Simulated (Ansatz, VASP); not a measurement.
## Nb5O in VASP and in Ansatz

INCAR

```
PREC     = Accurate       # precision mode
ENCUT    = 520            # plane-wave cutoff, eV
EDIFF    = 1E-7           # SCF threshold, eV
ISMEAR   = 0              # smearing method
SIGMA    = 0.1            # smearing width, eV
LREAL    = False          # projectors in reciprocal space
LASPH    = True           # aspherical terms in the spheres
NELM     = 80             # most SCF steps
ALGO     = Normal         # electronic algorithm
ISIF     = 2              # what is computed and relaxed
LWAVE    = False          # write WAVECAR
LCHARG   = False          # write CHGCAR
GGA      = PE             # functional
NBANDS   = 44             # bands
```

File KPOINTS:

```
Automatic mesh
0
Gamma
  12 12 8
```

POSCAR

```
Nb5O
1.0
    5.2124216386      0.0000000000      0.0000000000
   -2.6062108193      4.5140895542      0.0000000000
    0.0000000000      0.0000000000      4.9609492151
Nb O
5 1
Direct
    0.3333333333      0.6666666667      0.0000000000
    0.6666666667      0.3333333333      0.0000000000
    0.5000000000      0.0000000000      0.5000000000
    0.5000000000      0.5000000000      0.5000000000
    0.0000000000      0.5000000000      0.5000000000
    0.0000000000      0.0000000000      0.0000000000
```

Input for Ansatz:

```yaml
crystal:
  lattice:
    - [5.2124216386, 0.0, 0.0]
    - [-2.6062108193, 4.5140895542, 0.0]
    - [0.0, 0.0, 4.9609492151]
  atoms:
    - { symbol: Nb, position: [0.3333333333, 0.6666666667, 0.0] }
    - { symbol: Nb, position: [0.6666666667, 0.3333333333, 0.0] }
    - { symbol: Nb, position: [0.5, 0.0, 0.5] }
    - { symbol: Nb, position: [0.5, 0.5, 0.5] }
    - { symbol: Nb, position: [0.0, 0.5, 0.5] }
    - { symbol: O, position: [0.0, 0.0, 0.0] }
basis:
  ecutwfc: 420
kpoints:
  mp_grid: { grid: [12, 12, 8] }
  band_path:
    path:
      - [[0.0, 0.0, 0.0], [0.5, 0.0, 0.0], [0.33333333, 0.33333333, 0.0], [0.0, 0.0, 0.0], [0.0, 0.0, 0.5], [0.5, 0.0, 0.5], [0.33333333, 0.33333333, 0.5], [0.0, 0.0, 0.5]]
      - [[0.5, 0.0, 0.5], [0.5, 0.0, 0.0]]
      - [[0.33333333, 0.33333333, 0.5], [0.33333333, 0.33333333, 0.0]]
    npoints: 14
hamiltonian:
  xc: pbe
scf:
  occupations: { method: gaussian, width: 0.1 }
  n_extra_bands: 15
output:
  forces: true
  stress: true
  eigenvalues: true
  populations: true
  dos: { projected: true, de: 0.02, nscf_kmesh: { grid: [15, 15, 10] } }
  bader: true
  write_density: true
  write_potential: true
  elf: true
  volumetric_format: npy
```

Alike in both runs: task single point; functional PBE; k mesh 12 × 12 × 8; occupations gaussian, width 0.1 eV; no spin polarisation.

```csv
,VASP,Ansatz
version,VASP 6.6.1,Ansatz 0.2.0
potentials or method,"VASP PAW PBE potentials, release 64 (Nb_sv, O), cutoff 520 eV","scalar-relativistic, plane waves, PAW"
valence electrons in the cell,71,71
```

```tsv
	VASP	Ansatz	Ansatz less VASP
gap on the k mesh at the Fermi level (eV)	none	none	-
pressure (GPa)	-0.2	0.0	+0.17
traceless stress, the component that is largest in VASP (GPa)	-0.10	-0.05	+0.049
```

A gap of «none» marks a metal or a gap that the smearing closes.
